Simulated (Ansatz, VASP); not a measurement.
**One calculation of Si, two programs**

```
CELL_PARAMETERS angstrom
-2.23278 2.36362 1.27559
2.24553 -2.35087 1.27441
2.25647 2.37338 -1.25190
ATOMIC_POSITIONS crystal
Si 0.80700 0.55700 0.25000
Si 0.19300 0.44300 0.75000
```

Change from the starting cell: equal xy, yz and zx shear strains of +1 %.

Alike in both runs: task single point; functional LDA; k mesh 16 × 16 × 16; occupations fermi-dirac, width 0.05 eV; no spin polarisation.

```csv
,VASP,Ansatz
version,VASP 6.6.1,Ansatz 0.2.0
potentials or method,"VASP PAW LDA potentials, release 64 (Si), cutoff 520 eV","all-electron LAPW, scalar-relativistic"
```

VASP gave:

| Property | Result |
| --- | --- |
| pressure (GPa) | 11.0 |
| traceless stress, the component that is largest in VASP (GPa) | 1.59 |
| rms of the force components (eV/Å) | 0.021 |

Question: Estimate Ansatz's values.

Answer: Pressure (GPa): 10.8; traceless stress, the component that is largest in VASP (GPa): 1.55; rms of the force components (eV/Å): 0.020.

LDA's correlation is that of Perdew and Zunger in VASP and of Perdew and Wang (1992) in Ansatz. Atom by atom the forces differ by 0.001 eV/Å (rms over components). Ansatz ran all-electron here, and VASP with PAW potentials.
